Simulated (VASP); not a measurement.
# CsPbCl3 (Pm-3m) in VASP: density of states with PBE

Aim: the density of states of CsPbCl3 with PBE.

Everything below comes from runs of VASP 6.6.1. Logs are shortened: lines on timing, memory, paths and dates and some standing lists are left out, and cuts for length are marked.

### 1 The cell of the first run

Symmetry: Pm-3m, No. 221, cubic system. The conventional cell has a = 5.640 Å, b = 5.640 Å, c = 5.640 Å, α = 90.00°, β = 90.00°, γ = 90.00°. Within 3.7 Å of Pb (site symmetry m-3m) lie 6 Cl at 2.82 Å. Within 3.7 Å of Cl (site symmetry 4/mmm) lie 2 Pb at 2.82 Å. Cs (site symmetry m-3m) has 12 Cl at 3.99 Å and 8 Pb at 4.88 Å within 5.2 Å.

### 2 Density of states, PBE

Input file POSCAR:

```
CsPbCl3
1.0
    5.6399268900      0.0000000000      0.0000000000
    0.0000000000      5.6399268900      0.0000000000
    0.0000000000      0.0000000000      5.6399268900
Pb Cl Cs
1 3 1
Direct
    0.5000000000      0.5000000000      0.5000000000
    0.0000000000      0.5000000000      0.5000000000
    0.5000000000      0.0000000000      0.5000000000
    0.5000000000      0.5000000000      0.0000000000
    0.0000000000      0.0000000000      0.0000000000
```

Input file INCAR.step1:

```
SYSTEM = CsPbCl3
  ALGO = Normal
  EDIFF = 1E-7
  ENCUT = 520
  GGA = PE
  ISIF = 2
  ISMEAR = -1
  LASPH = .TRUE.
  LCHARG = .TRUE.
  LREAL = .FALSE.
  LWAVE = .FALSE.
  NBANDS = 30
  NELM = 80
  PREC = Accurate
  SIGMA = 0.1
```

Input file KPOINTS.step1:

```
k-points
0
G
  5 5 5
  0 0 0
```

Input file INCAR.step2:

```
SYSTEM = CsPbCl3
  ALGO = Normal
  EDIFF = 1E-7
  ENCUT = 520
  GGA = PE
  ICHARG = 11
  ISIF = 2
  ISMEAR = -5
  LASPH = .TRUE.
  LCHARG = .FALSE.
  LORBIT = 11
  LREAL = .FALSE.
  LWAVE = .FALSE.
  NEDOS = 2001
  NELM = 80
  PREC = Accurate
  SIGMA = 0.1
```

Input file KPOINTS.step2:

```
k-points
0
G
  8 8 8
  0 0 0
```

Potentials or basis: VASP PAW PBE potentials, release 64 (Pb_d, Cl, Cs_sv).

Started as:

```
cat potpaw_PBE.64/Pb_d/POTCAR potpaw_PBE.64/Cl/POTCAR potpaw_PBE.64/Cs_sv/POTCAR > POTCAR
cp INCAR.step1 INCAR
cp KPOINTS.step1 KPOINTS
mpirun -np 1 vasp_std > vasp.out
cp INCAR.step2 INCAR
cp KPOINTS.step2 KPOINTS
mpirun -np 1 vasp_std > vasp.out
```

OUTCAR:

```text
SYSTEM = CsPbCl3
   EDIFF = 1E-7
   ENCUT = 520
   GGA = PE
   ICHARG = 11
   ISIF = 2
   ISMEAR = -5
   LASPH = .TRUE.
   LORBIT = 11
   LREAL = .FALSE.
   NELM = 80
   PREC = Accurate

 ion  position               nearest neighbor table
   1  0.500  0.500  0.500-   2 2.82   3 2.82   4 2.82   4 2.82   3 2.82   2 2.82
   2  0.000  0.500  0.500-   1 2.82   1 2.82
   3  0.500  0.000  0.500-   1 2.82   1 2.82
   4  0.500  0.500  0.000-   1 2.82   1 2.82
   5  0.000  0.000  0.000-

  LATTYP: Found a simple cubic cell.
 ALAT       =     5.6399268900

  Lattice vectors:

 A1 = (   5.6399268900,   0.0000000000,   0.0000000000)
 A2 = (   0.0000000000,   5.6399268900,   0.0000000000)
 A3 = (   0.0000000000,   0.0000000000,   5.6399268900)

Analysis of symmetry for initial positions (statically):
=====================================================================
 Subroutine PRICEL returns:
 Original cell was already a primitive cell.

 Routine SETGRP: Setting up the symmetry group for a
 simple cubic supercell.

 Subroutine GETGRP returns: Found 48 space group operations
 (whereof 48 operations were pure point group operations)
 out of a pool of 48 trial point group operations.

The static configuration has the point symmetry O_h .

Analysis of symmetry for dynamics (positions and initial velocities):
=====================================================================
 Subroutine PRICEL returns:
 Original cell was already a primitive cell.

 Routine SETGRP: Setting up the symmetry group for a
 simple cubic supercell.

 Subroutine GETGRP returns: Found 48 space group operations
 (whereof 48 operations were pure point group operations)
 out of a pool of 48 trial point group operations.

The dynamic configuration has the point symmetry O_h .

 Subroutine INISYM returns: Found 48 space group operations
 (whereof 48 operations are pure point group operations),
 and found     1 'primitive' translations

----------------------------------------------------------------------------------------

                                     Primitive cell

  volume of cell :     179.3992

  direct lattice vectors                    reciprocal lattice vectors
     5.639926890  0.000000000  0.000000000     0.177307263  0.000000000  0.000000000
     0.000000000  5.639926890  0.000000000     0.000000000  0.177307263  0.000000000
     0.000000000  0.000000000  5.639926890     0.000000000  0.000000000  0.177307263

  length of vectors
     5.639926890  5.639926890  5.639926890     0.177307263  0.177307263  0.177307263

  position of ions in fractional coordinates (direct lattice)
     0.500000000  0.500000000  0.500000000
     0.000000000  0.500000000  0.500000000
     0.500000000  0.000000000  0.500000000
     0.500000000  0.500000000  0.000000000
     0.000000000  0.000000000  0.000000000

  ion indices of the primitive-cell ions
   primitive index   ion index
                 1           1
                 2           2
                 3           3
                 4           4
                 5           5

----------------------------------------------------------------------------------------

 KPOINTS: k-points

Automatic generation of k-mesh.
 Grid dimensions read from file:
 generate k-points for:    8    8    8

 Generating k-lattice:

  Cartesian coordinates                     Fractional coordinates (reciprocal lattice)
     0.022163408  0.000000000  0.000000000     0.125000000  0.000000000  0.000000000
     0.000000000  0.022163408  0.000000000     0.000000000  0.125000000  0.000000000
     0.000000000  0.000000000  0.022163408     0.000000000  0.000000000  0.125000000

  Length of vectors
     0.022163408  0.022163408  0.022163408

  Shift w.r.t. Gamma in fractional coordinates (k-lattice)
     0.000000000  0.000000000  0.000000000

 TETIRR: Found    250 inequivalent tetrahedra from     3072

 Subroutine IBZKPT returns following result:
 ===========================================

 Found     35 irreducible k-points:

 Following reciprocal coordinates:
            Coordinates               Weight
  0.000000  0.000000  0.000000      1.000000
  0.125000  0.000000  0.000000      6.000000
  0.250000  0.000000  0.000000      6.000000
  0.375000  0.000000  0.000000      6.000000
  0.500000  0.000000  0.000000      3.000000
  0.125000  0.125000  0.000000     12.000000
[... 16 lines left out ...]
  0.375000  0.375000  0.125000     24.000000
  0.500000  0.375000  0.125000     24.000000
 [... further k-points ...]
   k-points           NKPTS =     35   k-points in BZ     NKDIM =     35   number of bands    NBANDS=     26
   number of dos      NEDOS =   2001   number of ions     NIONS =      5
   total plane-waves  NPLWV =  74088
   dimension x,y,z NGX =    42 NGY =   42 NGZ =   42
   dimension x,y,z NGXF=    84 NGYF=   84 NGZF=   84
   ions per type =               1   3   1
   NGX,Y,Z   is equivalent  to a cutoff of  12.38, 12.38, 12.38 a.u.
   NGXF,Y,Z  is equivalent  to a cutoff of  24.76, 24.76, 24.76 a.u.
 SYSTEM =  CsPbCl3
   PREC   = accura    normal or accurate (medium, high low for compatibility)
   ISTART =      0    job   : 0-new  1-cont  2-samecut
   ICHARG =     11    charge: 1-file 2-atom 10-const
   ISPIN  =      1    spin polarized calculation?
   LNONCOLLINEAR =      F non collinear calculations
   LSORBIT =      F    spin-orbit coupling
   LASPH  =      T    aspherical Exc in radial PAW
   ENCUT  =  520.0 eV  38.22 Ry    6.18 a.u.  10.49 10.49 10.49*2*pi/ulx,y,z
   NELM   =     80;   NELMIN=  2; NELMDL=  0     # of ELM steps
   EDIFF  = 0.1E-06   stopping-criterion for ELM
   LREAL  =      F    real-space projection
   EDIFFG = 0.1E-05   stopping-criterion for IOM
   NSW    =      0    number of steps for IOM
   IBRION =     -1    ionic relax: 0-MD 1-quasi-New 2-CG
   NFREE  =      0    steps in history (QN), initial steepest desc. (CG)
   ISIF   =      2    stress and relaxation
   ISYM   =      2    0-nonsym 1-usesym 2-fastsym
   POTIM  = 0.5000    time-step for ionic-motion
   TEBEG  =    0.0;   TEEND  =   0.0 temperature during run
   PSTRESS=    0.0 pullay stress
   NELECT =      44.0000    total number of electrons
   NUPDOWN=      -1.0000    fix difference up-down
   EMIN   =  10.00;   EMAX   =-10.00  energy-range for DOS
   EFERMI =   0.00;   METHOD = LEGACY
   ISMEAR =    -5;   SIGMA  =   0.10  broadening in eV -4-tet -1-fermi 0-gaus
   EFERMI_NEDOS =   21; number of points for ismear=-14 and -15
   IALGO  =     38    algorithm
   IMIX   =      4    mixing-type and parameters
     AMIX     =   0.40;   BMIX     =  1.00
     AMIX_MAG =   1.60;   BMIX_MAG =  1.00
  volume/ion in A,a.u.               =      35.88       242.13
  Fermi-wavevector in a.u.,A,eV,Ry     =   1.024752  1.936501 14.287714  1.050117
  Thomas-Fermi vector in A             =   2.158556
   LORBIT       =     11    0 simple, 1 ext, 2 COOP (PROOUT), +10 PAW based schemes
   GGA     = PE    functional components
   LHFCALC =     F    Hartree Fock is set to
   AEXX    =    0.0000 exact exchange contribution
   IVDW    =     0    specifies the selected vdW correction
   LEPSILON=     F    determine dielectric tensor
   LRPA    =     F    only Hartree local field effects (RPA)
 non-spin polarized calculation
 Fermi weights with tetrahedron method with Bloechl corrections
  energy-cutoff  :      520.00
  volume of cell :      179.40
 maximum number of plane-waves:      4853
 NGX is ok and might be reduce to    42

 number of electron      44.0000016 magnetization

 Free energy of the ion-electron system (eV)
  ---------------------------------------------------
  ext. energy  EPLUGINS =         0.00000000
  ---------------------------------------------------
  free energy    TOTEN  =       -17.53247212 eV

  energy without entropy =      -17.53247212  energy(sigma->0) =      -17.53247212

 E-fermi :   1.5698     XC(G=0):  -7.7411

 val. band max:        1.5678598687   @ k =   0.5000   0.5000   0.5000
 cond. band min:       3.5911318326   @ k =   0.5000   0.5000   0.5000
 fundamental gap:      2.0232719639
 Fermi energy:         1.5697837904

 k-point     1 :       0.0000    0.0000    0.0000
  band No.  band energies     occupation
      1     -19.7080      2.00000
      2     -15.1544      2.00000
      3     -15.1544      2.00000
      4     -14.9293      2.00000
      5     -14.9293      2.00000
      6     -14.9293      2.00000
[... 18 lines left out ...]
     25       5.9807      0.00000
     26       6.8913      0.00000

 k-point     2 :       0.1250    0.0000    0.0000
  band No.  band energies     occupation
      1     -19.7077      2.00000
      2     -15.1544      2.00000
      3     -15.1408      2.00000
      4     -14.9295      2.00000
      5     -14.9295      2.00000
      6     -14.9293      2.00000
[... 18 lines left out ...]
     25       6.0893      0.00000
     26       6.9340      0.00000

 k-point     3 :       0.2500    0.0000    0.0000
  band No.  band energies     occupation
      1     -19.7070      2.00000
      2     -15.1543      2.00000
      3     -15.1074      2.00000
      4     -14.9300      2.00000
      5     -14.9300      2.00000
      6     -14.9293      2.00000
[... 572 lines left out ...]
 k-point    23 :       0.3750    0.3750    0.1250
  band No.  band energies     occupation
      1     -19.7047      2.00000
      2     -15.1007      2.00000
      3     -15.0215      2.00000
      4     -14.9316      2.00000
      5     -14.9306      2.00000
      6     -14.9306      2.00000
[... 18 lines left out ...]
     25       6.1466      0.00000
     26       6.9290      0.00000

 k-point    24 :       0.5000    0.3750    0.1250
  band No.  band energies     occupation
      1     -19.7044      2.00000
      2     -15.0979      2.00000
      3     -15.0080      2.00000
      4     -14.9318      2.00000
      5     -14.9308      2.00000
      6     -14.9306      2.00000
[... 18 lines left out ...]
     25       6.0970      0.00000
     26       7.1487      0.00000

 [... further k-points ...]

------------------------ aborting loop because EDIFF is reached ----------------------------------------

  FORCE on cell =-STRESS in cart. coord.  units (eV):
  Direction    XX          YY          ZZ          XY          YZ          ZX
  --------------------------------------------------------------------------------------
  -------------------------------------------------------------------------------------
  Total        1.3541446      1.3541446      1.3541446      0.0000000      0.0000000     -0.0000000
  in kB       12.0935886     12.0935886     12.0935886      0.0000000      0.0000000     -0.0000000
  external PRESSURE =      12.0935886 kB  Pullay stress =       0.0000000 kB

 VOLUME and BASIS-vectors are now :
 -----------------------------------------------------------------------------
  energy-cutoff  :      520.00
  volume of cell :      179.40
      direct lattice vectors                 reciprocal lattice vectors
     5.639926890  0.000000000  0.000000000     0.177307263  0.000000000  0.000000000
     0.000000000  5.639926890  0.000000000     0.000000000  0.177307263  0.000000000
     0.000000000  0.000000000  5.639926890     0.000000000  0.000000000  0.177307263

 POSITION                                       TOTAL-FORCE (eV/Angst)
 -----------------------------------------------------------------------------------
      2.81996      2.81996      2.81996         0.000000      0.000000      0.000000
      0.00000      2.81996      2.81996         0.000000      0.000000      0.000000
      2.81996      0.00000      2.81996         0.000000      0.000000      0.000000
      2.81996      2.81996      0.00000         0.000000      0.000000      0.000000
      0.00000      0.00000      0.00000         0.000000      0.000000      0.000000
 -----------------------------------------------------------------------------------
    total drift:                                0.000000     -0.000000     -0.000000

  FREE ENERGIE OF THE ION-ELECTRON SYSTEM (eV)
  ---------------------------------------------------
  free  energy   TOTEN  =       -17.5324721236 eV

  energy  without entropy=      -17.5324721236  energy(sigma->0) =      -17.53247212

 total charge

# of ion       s       p       d       tot
------------------------------------------
    1        1.518   0.432   9.859  11.809
    2        1.600   3.530   0.000   5.130
    3        1.600   3.530   0.000   5.130
    4        1.600   3.530   0.000   5.130
    5        1.830   4.713   0.011   6.554
--------------------------------------------------
tot          8.147  15.736   9.870  33.754
```

Wall time 73 s (1 thread of Intel Xeon 6975P-C (Granite Rapids), shared host); peak memory 0.34 GiB.

What came out:

```yaml
Valence_electrons_inside_the_program's_atomic_spheres: Pb 11.81; Cl 5.13; Cs 6.55
```

Caveat: spin-orbit coupling is left out, which moves the levels of the heavy elements.
